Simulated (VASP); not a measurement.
## C: single point with LDA

C:

```
C
1.0
     0.00000    1.79005    1.92430
     1.79005    0.00000    1.92430
     1.79005    1.79005    0.00000
C
2
Direct
  0.50000 0.50000 0.50000
  0.75000 0.75000 0.75000
```

This cell differs from its parent crystal: volume 6.166 Å^3 an atom, c/a of the conventional cell 1.0750.

```json
{
  "Program": "VASP 6.6.1",
  "Task": "single point",
  "Functional": "LDA",
  "Potentials or basis": "VASP PAW LDA potentials, release 64 (C)",
  "Cutoff": "520 eV",
  "k mesh": "12 × 12 × 12",
  "Occupations": "gaussian, width 0.05 eV",
  "Spin": "no spin polarisation"
}
```

| Item | Value |
| --- | --- |
| Pressure | -41.6 GPa |
| Band gap on the k mesh | 3.07 eV, indirect (least direct gap 4.70 eV) |

Stress tensor (GPa, compression positive):
```
-19.86   0.00   0.00
  0.00 -19.86   0.00
  0.00   0.00 -85.13
```

Levels at points of the mesh, in eV from the valence-band top:
```csv
k point,band 2,band 3,band 4,band 5,band 6,band 7
"(0.00, 0.00, 0.00)",-1.11,0.00,0.00,4.70,4.70,5.54
"(0.50, 0.00, 0.00)",-12.83,-3.57,-2.31,6.21,7.89,8.70
"(0.50, 0.50, 0.00)",-13.08,-5.48,-5.48,5.22,5.22,14.74
"(0.50, 0.00, 0.50)",-12.05,-6.46,-6.46,3.65,3.65,14.91
```

It took 17 s on 1 thread of Intel(R) Xeon(R) Platinum 8488C (Sapphire Rapids), on a shared host, peak memory 0.12 GiB.

 A k mesh can miss the band edges.
